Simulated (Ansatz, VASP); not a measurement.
## One calculation of Ta, two programs

```xyz
4
Lattice="2.8566 0.0000 0.0000 -1.4283 2.4739 0.0000 0.0000 0.0000 10.0276" Properties=species:S:1:pos:R:3 pbc="T T T"
Ta   -1.4283    2.4739   10.0276
Ta    0.0000    0.0000    5.0138
Ta    0.0000    1.6492    2.5069
Ta    1.4283    0.8246    7.5207
```

Alike in both runs: functional LDA; k mesh 12 × 12 × 4; occupations fermi-dirac, width 0.1 eV; no spin polarisation.

Ansatz relaxed the structure, and its values are those at the end. VASP's run is a single point on that final structure, the one shown.

|  | VASP | Ansatz |
| --- | --- | --- |
| version | VASP 6.6.1 | Ansatz 0.2.0 |
| potentials or method | VASP PAW LDA potentials, release 64 (Ta_pv), cutoff 520 eV | plane waves (420 eV) with PAW, scalar-relativistic |
| valence electrons in the cell | 44 | 52 |

Ansatz gave:

```
pressure (GPa) : 0.0
```

Task: Which values does VASP return?

Result: Pressure (GPa): 0.7.

Ansatz warns that its potentials were made for another functional, while VASP's fit it. LDA's correlation is that of Perdew and Zunger in VASP and of Perdew and Wang (1992) in Ansatz. VASP's potentials hold 44 valence electrons a cell and Ansatz's 52, so a difference there can come from the potentials and not from the codes.

Neither program's run includes spin-orbit coupling.
